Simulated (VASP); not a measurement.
# CdO (r.bp) (Fm-3m) in VASP: density of states with PBE

Aim: the density of states of CdO (r.bp) with PBE.

Everything below comes from runs of VASP 6.6.1. Logs are shortened: lines on timing, memory, paths and dates and some standing lists are left out, and cuts for length are marked.

## Step 1: The cell of the first run

It takes space group Fm-3m (No. 225, cubic). Conventional cell: a = 4.690 Å, b = 4.690 Å, c = 4.690 Å, α = 90.00°, β = 90.00°, γ = 90.00°. Within 3.1 Å of Cd (site symmetry m-3m) lie 6 O at 2.34 Å. Within 3.1 Å of O (site symmetry m-3m) lie 6 Cd at 2.34 Å.

## Step 2: Density of states, PBE

Input file POSCAR:

```
CdO
1.0
    0.0000000000      2.3448538818      2.3448538818
    2.3448538818      0.0000000000      2.3448538818
    2.3448538818      2.3448538818      0.0000000000
Cd O
1 1
Direct
    0.0000000000      0.0000000000      0.0000000000
    0.5000000000      0.5000000000      0.5000000000
```

Input file INCAR.step1:

```
PREC     = Accurate       # precision mode
ENCUT    = 520            # plane-wave cutoff, eV
EDIFF    = 1E-6           # SCF threshold, eV
ISMEAR   = 0              # smearing method
SIGMA    = 0.1            # smearing width, eV
LREAL    = F              # projectors in reciprocal space
LASPH    = T              # aspherical terms in the spheres
NELM     = 120            # most SCF steps
ALGO     = Normal         # electronic algorithm
ISIF     = 2              # what is computed and relaxed
LWAVE    = F              # write WAVECAR
LCHARG   = T              # write CHGCAR
GGA      = PE             # functional
NBANDS   = 16             # bands
GGA_COMPAT= F            
NEDOS    = 2001           # points of the DOS
LORBIT   = 11             # projections on sites
```

Input file KPOINTS.step1:

```
regular mesh
0
Gamma
  16 16 16
```

Input file INCAR.step2:

```
PREC     = Accurate       # precision mode
ENCUT    = 520            # plane-wave cutoff, eV
EDIFF    = 1E-6           # SCF threshold, eV
ISMEAR   = -5             # smearing method
SIGMA    = 0.1            # smearing width, eV
LREAL    = F              # projectors in reciprocal space
LASPH    = T              # aspherical terms in the spheres
NELM     = 120            # most SCF steps
ALGO     = Normal         # electronic algorithm
ISIF     = 2              # what is computed and relaxed
LWAVE    = F              # write WAVECAR
LCHARG   = F              # write CHGCAR
GGA      = PE             # functional
LORBIT   = 10             # projections on sites
NBANDS   = 16             # bands
NEDOS    = 1001           # points of the DOS
ICHARG   = 11             # starting density
GGA_COMPAT= F
```

Input file KPOINTS.step2:

```
regular mesh
0
Gamma
  24 24 24
```

Potentials or basis: VASP PAW PBE potentials, release 64 (Cd, O).

The run is started by

```bash
$ cat potpaw_PBE.64/Cd/POTCAR potpaw_PBE.64/O/POTCAR > POTCAR
$ cp INCAR.step1 INCAR
$ cp KPOINTS.step1 KPOINTS
$ mpirun -np 1 vasp_std > vasp.out
$ cp INCAR.step2 INCAR
$ cp KPOINTS.step2 KPOINTS
$ mpirun -np 1 vasp_std > vasp.out
```

OUTCAR:

```text
PREC = Accurate
   ENCUT = 520
   EDIFF = 1E-6
   ISMEAR = -5
   LREAL = F
   LASPH = T
   NELM = 120
   ISIF = 2
   GGA = PE
   LORBIT = 10
   ICHARG = 11

 ion  position               nearest neighbor table
   1  0.000  0.000  0.000-   2 2.34   2 2.34   2 2.34   2 2.34   2 2.34   2 2.34
   2  0.500  0.500  0.500-   1 2.34   1 2.34   1 2.34   1 2.34   1 2.34   1 2.34

  LATTYP: Found a face centered cubic cell.
 ALAT       =     4.6897077636

  Lattice vectors:

 A1 = (   0.0000000000,   2.3448538818,   2.3448538818)
 A2 = (   2.3448538818,   0.0000000000,   2.3448538818)
 A3 = (   2.3448538818,   2.3448538818,   0.0000000000)

Analysis of symmetry for initial positions (statically):
=====================================================================
 Subroutine PRICEL returns:
 Original cell was already a primitive cell.

 Routine SETGRP: Setting up the symmetry group for a
 face centered cubic supercell.

 Subroutine GETGRP returns: Found 48 space group operations
 (whereof 48 operations were pure point group operations)
 out of a pool of 48 trial point group operations.

The static configuration has the point symmetry O_h .

Analysis of symmetry for dynamics (positions and initial velocities):
=====================================================================
 Subroutine PRICEL returns:
 Original cell was already a primitive cell.

 Routine SETGRP: Setting up the symmetry group for a
 face centered cubic supercell.

 Subroutine GETGRP returns: Found 48 space group operations
 (whereof 48 operations were pure point group operations)
 out of a pool of 48 trial point group operations.

The dynamic configuration has the point symmetry O_h .

 Subroutine INISYM returns: Found 48 space group operations
 (whereof 48 operations are pure point group operations),
 and found     1 'primitive' translations

----------------------------------------------------------------------------------------

                                     Primitive cell

  volume of cell :      25.7856

  direct lattice vectors                    reciprocal lattice vectors
     0.000000000  2.344853882  2.344853882    -0.213232903  0.213232903  0.213232903
     2.344853882  0.000000000  2.344853882     0.213232903 -0.213232903  0.213232903
     2.344853882  2.344853882  0.000000000     0.213232903  0.213232903 -0.213232903
[... 85 lines left out ...]
   NELM   =    120;   NELMIN=  2; NELMDL=  0     # of ELM steps
   EDIFF  = 0.1E-05   stopping-criterion for ELM
   LREAL  =      F    real-space projection
   EDIFFG = 0.1E-04   stopping-criterion for IOM
   NSW    =      0    number of steps for IOM
   IBRION =     -1    ionic relax: 0-MD 1-quasi-New 2-CG
   NFREE  =      0    steps in history (QN), initial steepest desc. (CG)
   ISIF   =      2    stress and relaxation
   ISYM   =      2    0-nonsym 1-usesym 2-fastsym
   POTIM  = 0.5000    time-step for ionic-motion
   TEBEG  =    0.0;   TEEND  =   0.0 temperature during run
   PSTRESS=    0.0 pullay stress
   NELECT =      18.0000    total number of electrons
   NUPDOWN=      -1.0000    fix difference up-down
   EMIN   =  10.00;   EMAX   =-10.00  energy-range for DOS
   EFERMI =   0.00;   METHOD = LEGACY
   ISMEAR =    -5;   SIGMA  =   0.10  broadening in eV -4-tet -1-fermi 0-gaus
   EFERMI_NEDOS =   21; number of points for ismear=-14 and -15
   IALGO  =     38    algorithm
   IMIX   =      4    mixing-type and parameters
     AMIX     =   0.40;   BMIX     =  1.00
     AMIX_MAG =   1.60;   BMIX_MAG =  1.00
  volume/ion in A,a.u.               =      12.89        87.00
  Fermi-wavevector in a.u.,A,eV,Ry     =   1.452245  2.744345 28.694897  2.109015
  Thomas-Fermi vector in A             =   2.569649
   LORBIT       =     10    0 simple, 1 ext, 2 COOP (PROOUT), +10 PAW based schemes
   GGA     = PE    functional components
   LHFCALC =     F    Hartree Fock is set to
   AEXX    =    0.0000 exact exchange contribution
   IVDW    =     0    specifies the selected vdW correction
   LEPSILON=     F    determine dielectric tensor
   LRPA    =     F    only Hartree local field effects (RPA)
 non-spin polarized calculation
 Fermi weights with tetrahedron method with Bloechl corrections
  energy-cutoff  :      520.00
  volume of cell :       25.79
 maximum number of plane-waves:       725
 NGX is ok and might be reduce to    28

 number of electron      18.0000003 magnetization

 Free energy of the ion-electron system (eV)
  ---------------------------------------------------
  ext. energy  EPLUGINS =         0.00000000
  ---------------------------------------------------
  free energy    TOTEN  =        -7.68851029 eV

  energy without entropy =       -7.68851029  energy(sigma->0) =       -7.68851029

 E-fermi :   2.0790     XC(G=0): -11.7322

 val. band max:        2.0950945659   @ k =   0.5000   0.0000   0.0000
 cond. band min:       2.0496158490   @ k =   0.0417   0.0417   0.0000
 fundamental gap:     -0.0454787169
 Fermi energy:         2.0789928431

 k-point     1 :       0.0000    0.0000    0.0000
  band No.  band energies     occupation
      1     -15.3161      2.00000
      2      -4.6150      2.00000
      3      -4.6150      2.00000
      4      -4.6150      2.00000
      5      -4.3187      2.00000
      6      -4.3187      2.00000
[... 433 lines left out ...]
      3      -5.2053      2.00000
      4      -5.1852      2.00000
      5      -4.0866      2.00000
      6      -4.0586      2.00000
[... 8 lines left out ...]
     15      22.9843      0.00000
     16      24.1998      0.00000

 [... further k-points ...]
[... 5 lines left out ...]
  --------------------------------------------------------------------------------------
  -------------------------------------------------------------------------------------
  Total        1.3833440      1.3833440      1.3833440     -0.0000000      0.0000000     -0.0000000
  in kB       85.9534726     85.9534726     85.9534726     -0.0000000      0.0000000     -0.0000000
  external PRESSURE =      85.9534726 kB  Pullay stress =       0.0000000 kB

 VOLUME and BASIS-vectors are now :
 -----------------------------------------------------------------------------
  energy-cutoff  :      520.00
  volume of cell :       25.79
      direct lattice vectors                 reciprocal lattice vectors
     0.000000000  2.344853882  2.344853882    -0.213232903  0.213232903  0.213232903
     2.344853882  0.000000000  2.344853882     0.213232903 -0.213232903  0.213232903
     2.344853882  2.344853882  0.000000000     0.213232903  0.213232903 -0.213232903

 POSITION                                       TOTAL-FORCE (eV/Angst)
 -----------------------------------------------------------------------------------
      0.00000      0.00000      0.00000         0.000000      0.000000      0.000000
      2.34485      2.34485      2.34485        -0.000000     -0.000000     -0.000000
 -----------------------------------------------------------------------------------
    total drift:                                0.000000      0.000000      0.000000

  FREE ENERGIE OF THE ION-ELECTRON SYSTEM (eV)
  ---------------------------------------------------
  free  energy   TOTEN  =        -7.6885102864 eV

  energy  without entropy=       -7.6885102864  energy(sigma->0) =       -7.68851029

 total charge

# of ion       s       p       d       tot
------------------------------------------
    1        0.337   0.261   9.655  10.253
    2        1.574   3.365   0.000   4.938
--------------------------------------------------
tot          1.910   3.626   9.655  15.191
```

It took 2.2 min on 1 thread of Intel Xeon Platinum 8488C (Sapphire Rapids), shared host; peak memory 0.29 GiB.

What came out:

| Property | Result |
| --- | --- |
| Valence electrons inside the program's atomic spheres | Cd 10.25; O 4.94 |

Levels at points of the mesh, in eV from the Fermi level:
```
           k point  band 5  band 6  band 7  band 8  band 9  band 10  band 11  band 12  band 13  band 14
(0.00, 0.00, 0.00)   -6.40   -6.40   -1.33   -1.33   -1.33    -0.40    15.02    17.09    17.09    17.09
(0.50, 0.00, 0.00)   -6.13   -6.13   -3.80    0.02    0.02     4.47     7.38    12.00    12.00    17.84
(0.50, 0.50, 0.00)   -5.99   -5.68   -4.36   -2.32   -2.32     3.93     8.60    11.26    13.43    13.43
```

Caveat: tetrahedron occupations give inexact forces and stress in metals.
